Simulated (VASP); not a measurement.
# SnS2: single point with PBEsol

SnS2, a slab with vacuum:

```
CELL_PARAMETERS angstrom
6.05892 0.00000 0.00000
0.00000 6.32426 0.00000
0.00000 0.00000 25.95394
ATOMIC_POSITIONS crystal
Sn 0.00000 0.50000 0.28897
Sn 0.00000 0.00000 0.35932
Sn 0.00000 0.50000 0.42966
Sn 0.00000 0.00000 0.50000
Sn 0.00000 0.50000 0.57034
Sn 0.00000 0.00000 0.64068
Sn 0.00000 0.50000 0.71103
S 0.75676 0.83333 0.28897
S 0.24324 0.16667 0.28897
S 0.75676 0.33333 0.35932
S 0.24324 0.66667 0.35932
S 0.75676 0.83333 0.42966
S 0.24324 0.16667 0.42966
S 0.75676 0.33333 0.50000
S 0.24324 0.66667 0.50000
S 0.75676 0.83333 0.57034
S 0.24324 0.16667 0.57034
S 0.75676 0.33333 0.64068
S 0.24324 0.66667 0.64068
S 0.75676 0.83333 0.71103
S 0.24324 0.16667 0.71103
```

| Property | Result |
| --- | --- |
| Program | VASP 6.6.1 |
| Task | single point |
| Functional | PBEsol |
| Potentials or basis | VASP PAW PBE potentials, release 64 (Sn_d, S) |
| Cutoff | 400 eV |
| k mesh | 5 × 4 × 1 |
| Occupations | gaussian, width 0.05 eV |
| Spin | no spin polarisation |

```json
{
  "Largest force": "1.773 eV/Å",
  "Band gap on the k mesh": "0.13 eV"
}
```

Forces on the atoms (eV/Å):
```
Sn   0.000  0.000  1.773
Sn   0.000  0.000 -0.539
Sn   0.000  0.000  0.111
Sn   0.000  0.000  0.000
Sn   0.000  0.000 -0.111
Sn   0.000  0.000  0.539
Sn   0.000  0.000 -1.773
S    0.578 -0.897 -0.334
S   -0.578  0.897 -0.334
S   -0.063 -0.070 -0.373
S    0.063  0.070 -0.373
S    0.032 -0.007  0.065
S   -0.032  0.007  0.065
S   -0.058  0.022  0.000
S    0.058 -0.022  0.000
S    0.032 -0.007 -0.065
S   -0.032  0.007 -0.065
S   -0.063 -0.070  0.373
S    0.063  0.070  0.373
S    0.578 -0.897  0.334
S   -0.578  0.897  0.334
```

Levels at points of the mesh, in eV from the valence-band top:
| k point | band 88 | band 89 | band 90 | band 91 | band 92 | band 93 | band 94 | band 95 |
| --- | --- | --- | --- | --- | --- | --- | --- | --- |
| (0.00, 0.00, 0.00) | -0.50 | -0.45 | -0.04 | 0.00 | 0.13 | 0.32 | 1.68 | 1.90 |
| (0.00, 0.50, 0.00) | -0.52 | -0.49 | -0.18 | -0.08 | 0.71 | 0.73 | 1.60 | 1.61 |

It took 29 min on 1 thread of Intel(R) Xeon(R) 6975P-C (Granite Rapids), on a shared host, peak memory 0.95 GiB.

Caveat: the PAW data sets were made with another functional, which shifts forces and pressure a little; spin-orbit coupling is left out, which moves the levels of the heavy elements.
